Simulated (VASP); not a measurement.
Here is a VASP 6.6.1 calculation.

File INCAR:

```
SYSTEM = TiSi6
  PREC = Accurate
  ENCUT = 520
  EDIFF = 1E-6
  ISMEAR = 0
  SIGMA = 0.05
  LREAL = .False.
  LASPH = .True.
  NELM = 150
  ALGO = Normal
  ISIF = 2
  LWAVE = .False.
  LCHARG = .True.
  ISPIN = 2
  MAGMOM = 0 0 0 0 0 0 2
  LORBIT = 11
  LMAXMIX = 4
  LDIPOL = .True.
  IDIPOL = 3
  DIPOL = 0.5 0.5 0.493
  GGA = PS
  LELF = .True.
  LVHAR = .True.
  LVACPOTAV = .True.
  NBANDS = 31
```

The input KPOINTS:

```
Automatic mesh
0
Gamma
  8 8 1
  0 0 0
```

Contents of POSCAR:

```
TiSi6
1.0
    3.8417168286      0.0000000000      0.0000000000
    0.0000000000      3.8417168286      0.0000000000
    0.0000000000      0.0000000000     25.7912600522
Si Ti
6 1
Direct
    0.0000000000      0.5000000000      0.3295690084
    0.0000000000      0.0000000000      0.3822322752
    0.5000000000      0.0000000000      0.4348955421
    0.5000000000      0.5000000000      0.4872371703
    0.0000000000      0.5000000000      0.5405307724
    0.0000000000      0.0000000000      0.5923973482
    0.0000000000      0.0000000000      0.6869322605
```

Potentials or basis: VASP PAW PBE potentials, release 64 (Si, Ti_sv).

Command:

```console
$ cat potpaw_PBE.64/Si/POTCAR potpaw_PBE.64/Ti_sv/POTCAR > POTCAR
$ mpirun -np 1 vasp_std > vasp.out
```

**Question.** Predict the net moment.

**Answer.** 2.43 μB per cell.

**Question.** What does it give for the site moments?

**Answer.** Si +0.03, +0.01, +0.00, -0.04 (each value once); Ti +1.59 μB.

**Question.** What does it give for the largest force?

**Answer.** 0.093 eV/Å.

Forces on the atoms (eV/Å):
```
Si   0.000  0.000  0.093
Si   0.000  0.000 -0.054
Si   0.000  0.000 -0.051
Si   0.000  0.000  0.003
Si   0.000  0.000  0.002
Si   0.000  0.000  0.009
Ti   0.000  0.000 -0.002
```

Caveat: the PAW data sets were made with another functional, which shifts forces and pressure a little.
